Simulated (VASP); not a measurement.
Input of a VASP 6.6.1 run:

File INCAR:

```
  PREC = Accurate
  ENCUT = 520
  EDIFF = 1E-7
  ISMEAR = 0
  SIGMA = 0.1
  LREAL = F
  LASPH = T
  NELM = 60
  ALGO = Normal
  ISIF = 2
  LWAVE = F
  LCHARG = F
  GGA = PE
  NBANDS = 42
```

File KPOINTS:

```
regular mesh
0
Gamma
  3 3 1
```

POSCAR

```
BaTe
1.0
    4.9557336751      0.0009028084     -0.0000617250
   -2.4771058626      4.2914314200      0.0001834093
   -0.0003140225     -0.0000983093     16.7509113575
Ba Te
4 4
Direct
    0.6668851840      0.3338191131      0.8772331258
    0.3338445088      0.6669747699      0.1228767832
    0.3331517032      0.6663795984      0.3771771234
    0.6660710750      0.3327979074      0.6228777661
    0.0004892610      0.0004373326     -0.0000296938
   -0.0003567766     -0.0004210733      0.4999822114
    0.6668750098      0.3333928950      0.2499478998
    0.3330400350      0.6666194570      0.7499347840
```

Potentials or basis: VASP PAW PBE potentials, release 64 (Ba_sv, Te).

Command:

```bash
$ cat potpaw_PBE.64/Ba_sv/POTCAR potpaw_PBE.64/Te/POTCAR > POTCAR
$ mpirun -np 1 vasp_std > vasp.out
```

**Question.** What does it give for the largest force?

**Answer.** 0.009 eV/Å.

**Question.** What does it give for the band gap on the k mesh?

**Answer.** 1.84 eV (least direct gap 2.18 eV).

**Question.** What does it give for the pressure?

**Answer.** 0.3 GPa.

Forces on the atoms (eV/Å):
```
Ba   0.001 -0.002  0.001
Ba  -0.001  0.000 -0.009
Ba   0.000  0.000  0.007
Ba   0.001  0.002 -0.009
Te  -0.002 -0.001  0.003
Te   0.000  0.001  0.000
Te   0.000  0.000  0.002
Te   0.001  0.000  0.005
```

Caveat: the k points lie up to 0.49 Å⁻¹ apart; spin-orbit coupling is left out, which moves the levels of the heavy elements. A k mesh can miss the band edges.
